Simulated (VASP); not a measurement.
# Te2Mo in VASP: notebook, part 2 of 2

VASP 6.6.1.

**3. Single point, r2SCAN**

This run uses another cell than the first one.

File POSCAR:

```
Te2Mo
1.0
    3.5602328140      0.0000000000      0.0000000000
   -1.7801164070      3.0832520603      0.0000000000
    0.0000000000      0.0000000000     17.5240578200
Te Mo
2 1
Direct
    0.3333333333      0.6666666667      0.1021445500
    0.3333333333      0.6666666667      0.8978554500
    0.0000000000      0.0000000000      0.0000000000
```

File INCAR.step1:

```
PREC = Accurate ; ENCUT = 520
ISMEAR = -1 ; SIGMA = 0.05
LREAL = False ; LASPH = True
NELM = 60 ; NBANDS = 20
GGA = PE ; ALGO = Normal
EDIFF = 1E-4 ; LWAVE = True
LCHARG = False
```

File INCAR.step2:

```
PREC = Accurate ; ENCUT = 520
EDIFF = 1E-6 ; ISMEAR = -1
SIGMA = 0.05 ; LREAL = False
LASPH = True ; NELM = 60
ALGO = Normal ; ISIF = 2
LWAVE = False ; LCHARG = False
METAGGA = R2SCAN ; LMIXTAU = True
NBANDS = 20 ; ISTART = 1
```

File KPOINTS:

```
regular mesh
0
Gamma
  9 9 2
```

Potentials or basis: VASP PAW PBE potentials, release 64 (Te, Mo_sv).

On the command line:

```bash
> cat potpaw_PBE.64/Te/POTCAR potpaw_PBE.64/Mo_sv/POTCAR > POTCAR
> cp INCAR.step1 INCAR
> mpirun -np 1 vasp_std > vasp.out
> cp INCAR.step2 INCAR
> mpirun -np 1 vasp_std > vasp.out
```

OUTCAR:

```text
PREC = Accurate
   ENCUT = 520
   EDIFF = 1E-6
   ISMEAR = -1
   LREAL = False
   LASPH = True
   NELM = 60
   ISIF = 2
   METAGGA = R2SCAN
   ISTART = 1

 ion  position               nearest neighbor table
   1  0.333  0.667  0.102-   3 2.73   3 2.73   3 2.73   2 3.58
   2  0.333  0.667  0.898-   3 2.73   3 2.73   3 2.73   1 3.58
   3  0.000  0.000  0.000-   1 2.73   2 2.73   1 2.73   2 2.73   1 2.73   2 2.73

  LATTYP: Found a hexagonal cell.
 ALAT       =     3.5602328140
 C/A-ratio  =     4.9221662558

  Lattice vectors:

 A1 = (   3.5602328140,   0.0000000000,   0.0000000000)
 A2 = (  -1.7801164070,   3.0832520603,   0.0000000000)
 A3 = (   0.0000000000,   0.0000000000,  17.5240578200)

Analysis of symmetry for initial positions (statically):
=====================================================================
 Subroutine PRICEL returns:
 Original cell was already a primitive cell.

 Routine SETGRP: Setting up the symmetry group for a
 hexagonal supercell.

[... 162 lines left out ...]
  ---------------------------------------------------
  free energy    TOTEN  =       -77.77109018 eV

  energy without entropy =      -77.77108932  energy(sigma->0) =      -77.77108975

 E-fermi :   0.5477     XC(G=0):  -4.7801

 val. band max:       -0.0166010832   @ k =   0.3333   0.3333   0.5000
 cond. band min:       1.1091442017   @ k =   0.3333   0.3333   0.0000
 fundamental gap:      1.1257452849
 Fermi energy:         0.5477072770

 k-point     1 :       0.0000    0.0000    0.0000
  band No.  band energies     occupation
      1     -62.6550      2.00000
      2     -36.0752      2.00000
      3     -35.9849      2.00000
      4     -35.9849      2.00000
      5     -13.1237      2.00000
      6     -12.0643      2.00000
[... 541 lines left out ...]
     19       5.5727      0.00000
     20       7.8795      0.00000

------------------------ aborting loop because EDIFF is reached ----------------------------------------

  FORCE on cell =-STRESS in cart. coord.  units (eV):
  Direction    XX          YY          ZZ          XY          YZ          ZX
  --------------------------------------------------------------------------------------
  -------------------------------------------------------------------------------------
  Total        0.0562742      0.0562742      0.0572789     -0.0000000      0.0000000      0.0000000
  in kB        0.4687030      0.4687030      0.4770714     -0.0000000      0.0000000      0.0000000
  external PRESSURE =       0.4714924 kB  Pullay stress =       0.0000000 kB

 VOLUME and BASIS-vectors are now :
 -----------------------------------------------------------------------------
  energy-cutoff  :      520.00
  volume of cell :      192.36
      direct lattice vectors                 reciprocal lattice vectors
     3.560232814  0.000000000  0.000000000     0.280880508  0.162166437  0.000000000
    -1.780116407  3.083252060  0.000000000     0.000000000  0.324332873  0.000000000
     0.000000000  0.000000000 17.524057820     0.000000000  0.000000000  0.057064409

 POSITION                                       TOTAL-FORCE (eV/Angst)
 -----------------------------------------------------------------------------------
     -0.00000      2.05550      1.78999        -0.000000      0.000000      0.019375
     -0.00000      2.05550     15.73407        -0.000000      0.000000     -0.019375
      0.00000      0.00000      0.00000         0.000000     -0.000000      0.000000
 -----------------------------------------------------------------------------------
    total drift:                               -0.000000      0.000000     -0.000000

  FREE ENERGIE OF THE ION-ELECTRON SYSTEM (eV)
  ---------------------------------------------------
  free  energy   TOTEN  =       -77.7710901781 eV

  energy  without entropy=      -77.7710893223  energy(sigma->0) =      -77.77108975
```

OSZICAR.step1:

```text
N       E                     dE             d eps       ncg     rms          rms(c)
DAV:   1     0.134706969014E+03    0.13471E+03   -0.11430E+04  1256   0.104E+03
DAV:   2    -0.979875016515E+01   -0.14451E+03   -0.14085E+03  1304   0.224E+02
DAV:   3    -0.184932918237E+02   -0.86945E+01   -0.86007E+01  1284   0.454E+01
DAV:   4    -0.186873785489E+02   -0.19409E+00   -0.19387E+00  1360   0.679E+00
DAV:   5    -0.186894682914E+02   -0.20897E-02   -0.20897E-02  1280   0.774E-01    0.147E+01
DAV:   6    -0.183163802842E+02    0.37309E+00   -0.48273E+00  1004   0.119E+01    0.624E+00
DAV:   7    -0.182706206290E+02    0.45760E-01   -0.46009E+00  1068   0.988E+00    0.452E+00
DAV:   8    -0.180242856132E+02    0.24634E+00   -0.11349E+00  1060   0.537E+00    0.129E+00
DAV:   9    -0.180254037930E+02   -0.11182E-02   -0.86708E-02  1220   0.156E+00    0.749E-01
DAV:  10    -0.180210155393E+02    0.43883E-02   -0.20745E-02  1108   0.829E-01    0.177E-01
DAV:  11    -0.180207884298E+02    0.22711E-03   -0.74418E-04  1256   0.163E-01    0.691E-02
DAV:  12    -0.180207223703E+02    0.66060E-04   -0.85018E-05   740   0.465E-02
   1 F= -.18020722E+02 E0= -.18020721E+02  d E =-.180333E-05
```

It took 14 min on 1 thread of Intel Xeon 8259CL, shared host; peak memory 0.41 GiB.

Results:

```
Free energy            : -77.7711 eV
Largest force          : 0.019 eV/Å
Band gap on the k mesh : 1.13 eV
```

Forces on the atoms (eV/Å):
```
Te   0.000  0.000  0.019
Te   0.000  0.000 -0.019
Mo   0.000  0.000  0.000
```

Caveat: the PAW data sets were made with another functional, which shifts forces and pressure a little; spin-orbit coupling is left out, which moves the levels of the heavy elements.

**4. Single point, r2SCAN**

This run uses another cell than the first one.

POSCAR is that of step 3.

File INCAR.step1:

```
SYSTEM = Te2Mo
PREC = Accurate ; ENCUT = 520
ISMEAR = -1 ; SIGMA = 0.05
LREAL = .False. ; LASPH = .True.
NELM = 80 ; NBANDS = 20
GGA = PE ; ALGO = Normal
EDIFF = 1E-4 ; LWAVE = .True.
LCHARG = .False.
```

File INCAR.step2:

```
SYSTEM = Te2Mo
PREC = Accurate ; ENCUT = 520
EDIFF = 1E-6 ; ISMEAR = -1
SIGMA = 0.05 ; LREAL = .False.
LASPH = .True. ; NELM = 80
ALGO = Normal ; ISIF = 2
LWAVE = .False. ; LCHARG = .False.
METAGGA = R2SCAN ; LMIXTAU = .True.
NBANDS = 20 ; ISTART = 1
```

File KPOINTS:

```
regular mesh
0
Gamma
  9 9 2
  0 0 0
```

Potentials or basis: VASP PAW PBE potentials, release 64 (Te, Mo_sv).

On the command line:

```bash
> cat potpaw_PBE.64/Te/POTCAR potpaw_PBE.64/Mo_sv/POTCAR > POTCAR
> cp INCAR.step1 INCAR
> mpirun -np 1 vasp_std > vasp.out
> cp INCAR.step2 INCAR
> mpirun -np 1 vasp_std > vasp.out
```

OUTCAR:

```text
SYSTEM = Te2Mo
   PREC = Accurate
   ENCUT = 520
   EDIFF = 1E-6
   ISMEAR = -1
   LREAL = .False.
   LASPH = .True.
   NELM = 80
   ISIF = 2
   METAGGA = R2SCAN
   ISTART = 1

 ion  position               nearest neighbor table
   1  0.333  0.667  0.102-   3 2.73   3 2.73   3 2.73   2 3.58
   2  0.333  0.667  0.898-   3 2.73   3 2.73   3 2.73   1 3.58
   3  0.000  0.000  0.000-   1 2.73   2 2.73   1 2.73   2 2.73   1 2.73   2 2.73

[... 745 lines left out ...]

  FORCE on cell =-STRESS in cart. coord.  units (eV):
  Direction    XX          YY          ZZ          XY          YZ          ZX
  --------------------------------------------------------------------------------------
  -------------------------------------------------------------------------------------
  Total        0.0562742      0.0562742      0.0572789     -0.0000000      0.0000000      0.0000000
  in kB        0.4687030      0.4687030      0.4770714     -0.0000000      0.0000000      0.0000000
  external PRESSURE =       0.4714924 kB  Pullay stress =       0.0000000 kB

 VOLUME and BASIS-vectors are now :
 -----------------------------------------------------------------------------
  energy-cutoff  :      520.00
  volume of cell :      192.36
      direct lattice vectors                 reciprocal lattice vectors
     3.560232814  0.000000000  0.000000000     0.280880508  0.162166437  0.000000000
    -1.780116407  3.083252060  0.000000000     0.000000000  0.324332873  0.000000000
     0.000000000  0.000000000 17.524057820     0.000000000  0.000000000  0.057064409

 POSITION                                       TOTAL-FORCE (eV/Angst)
 -----------------------------------------------------------------------------------
     -0.00000      2.05550      1.78999        -0.000000      0.000000      0.019375
     -0.00000      2.05550     15.73407        -0.000000      0.000000     -0.019375
      0.00000      0.00000      0.00000         0.000000     -0.000000      0.000000
 -----------------------------------------------------------------------------------
    total drift:                               -0.000000      0.000000     -0.000000

  FREE ENERGIE OF THE ION-ELECTRON SYSTEM (eV)
  ---------------------------------------------------
  free  energy   TOTEN  =       -77.7710901781 eV

  energy  without entropy=      -77.7710893223  energy(sigma->0) =      -77.77108975
```

It took 13 min on 1 thread of Intel Xeon 8259CL, shared host; peak memory 0.42 GiB.

Results:

```yaml
Free_energy: -77.7711 eV
Largest_force: 0.019 eV/Å
Band_gap_on_the_k_mesh: 1.13 eV
```

Forces on the atoms (eV/Å):
```
Te   0.000  0.000  0.019
Te   0.000  0.000 -0.019
Mo   0.000  0.000  0.000
```

Caveat: the PAW data sets were made with another functional, which shifts forces and pressure a little; spin-orbit coupling is left out, which moves the levels of the heavy elements.

**5. Single point, r2SCAN**

This run uses another cell than the first one.

File POSCAR:

```
Te2Mo
1.0
    3.5838112019      0.0000000000      0.0000000000
   -1.7919056009      3.1036715432      0.0000000000
    0.0000000000      0.0000000000     17.6401145653
Te Mo
2 1
Direct
    0.3333333333      0.6666666667      0.1021445500
    0.3333333333      0.6666666667      0.8978554500
    0.0000000000      0.0000000000      0.0000000000
```

File INCAR.step1:

```
PREC = Accurate ; ENCUT = 520
ISMEAR = -1 ; SIGMA = 0.05
LREAL = F ; LASPH = T
NELM = 60 ; NBANDS = 20
GGA = PE ; ALGO = Normal
EDIFF = 1E-4 ; LWAVE = T
LCHARG = F
```

File INCAR.step2:

```
PREC = Accurate ; ENCUT = 520
EDIFF = 1E-7 ; ISMEAR = -1
SIGMA = 0.05 ; LREAL = F
LASPH = T ; NELM = 60
ALGO = Normal ; ISIF = 2
LWAVE = F ; LCHARG = T
METAGGA = R2SCAN ; LMIXTAU = T
LELF = T ; LVHAR = T
NBANDS = 20 ; ISTART = 1
```

File KPOINTS:

```
Automatic mesh
0
Gamma
  9 9 2
```

On the command line:

```bash
> cat potpaw_PBE.64/Te/POTCAR potpaw_PBE.64/Mo_sv/POTCAR > POTCAR
> cp INCAR.step1 INCAR
> mpirun -np 1 vasp_std > vasp.out
> cp INCAR.step2 INCAR
> mpirun -np 1 vasp_std > vasp.out
```

Wall time 12 min (1 thread of Intel Xeon 8259CL, shared host); peak memory 0.42 GiB.

The run converged. Its results:

* Free energy: -77.7634 eV
* Largest force: 0.261 eV/Å
* Band gap on the k mesh: 1.09 eV

Forces on the atoms (eV/Å):
```
Te   0.000  0.000 -0.261
Te   0.000  0.000  0.261
Mo   0.000  0.000  0.000
```

Levels at points of the mesh, in eV from the valence-band top:
```tsv
k point	band 9	band 10	band 11	band 12	band 13	band 14	band 15	band 16	band 17	band 18
(0.00, 0.00, 0.00)	-1.80	-1.74	-1.01	-1.01	-0.39	3.07	3.07	3.36	3.36	4.71
(0.00, 0.00, 0.50)	-1.80	-1.74	-1.01	-1.01	-0.39	3.07	3.07	3.36	3.36	4.89
```

Caveat: the PAW data sets were made with another functional, which shifts forces and pressure a little; spin-orbit coupling is left out, which moves the levels of the heavy elements.

**6. Summary**

```tsv
cell	gap on the mesh (eV)	largest force (eV/Å)
a = 3.536, b = 3.536, c = 17.406 Å, angles 90.0, 90.0, 120.0°, 3 atoms	1.16	0.32
a = 3.560, b = 3.560, c = 17.524 Å, angles 90.0, 90.0, 120.0°, 3 atoms	1.13	0.02
a = 3.584, b = 3.584, c = 17.640 Å, angles 90.0, 90.0, 120.0°, 3 atoms	1.09	0.26
```

Alike in all rows: task single point; level r2SCAN; potentials or basis VASP PAW PBE potentials, release 64 (Te, Mo_sv); no spin polarisation; k mesh 9 × 9 × 2; cutoff (eV) 520; smearing fermi-dirac 0.05 eV.

Caveats: the PAW data sets were made with another functional, which shifts forces and pressure a little; spin-orbit coupling is left out, which moves the levels of the heavy elements.

Total energies depend on the potentials used, so only differences within one code and one set of settings carry meaning.
